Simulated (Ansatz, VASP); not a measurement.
## Sb: VASP beside Ansatz

```
CELL_PARAMETERS angstrom
4.06868 0.00000 0.00000
-2.03434 3.52358 0.00000
0.00000 0.00000 20.80003
ATOMIC_POSITIONS crystal
Sb 0.33333 0.66667 0.29567
Sb 0.66667 0.33333 0.21635
Sb 0.22222 0.11111 0.56010
Sb 0.55556 0.77778 0.48077
```

Alike in both runs: task single point; functional PBE; dispersion D3(BJ); k mesh 9 × 9 × 1; occupations gaussian, width 0.05 eV; no spin polarisation.

|  | VASP | Ansatz |
| --- | --- | --- |
| version | VASP 6.6.1 | Ansatz 0.2.0 |
| potentials or method | VASP PAW PBE potentials, release 64 (Sb_d_GW), cutoff 400 eV | scalar-relativistic, plane waves, PAW |
| valence electrons in the cell | 60 | 60 |

Ansatz gave:

| Property | Result |
| --- | --- |
| gap on the k mesh at the Fermi level (eV) | 0.86 |
| least direct gap on the mesh (eV) | 1.41 |
| rms of the force components (eV/Å) | 0.016 |

**Question.** Estimate VASP's values.

**Answer.** gap on the k mesh at the Fermi level (eV): 0.86; least direct gap on the mesh (eV): 1.41; rms of the force components (eV/Å): 0.015.

Atom by atom the forces differ by 0.003 eV/Å (rms over components).

Spin-orbit coupling is off throughout.
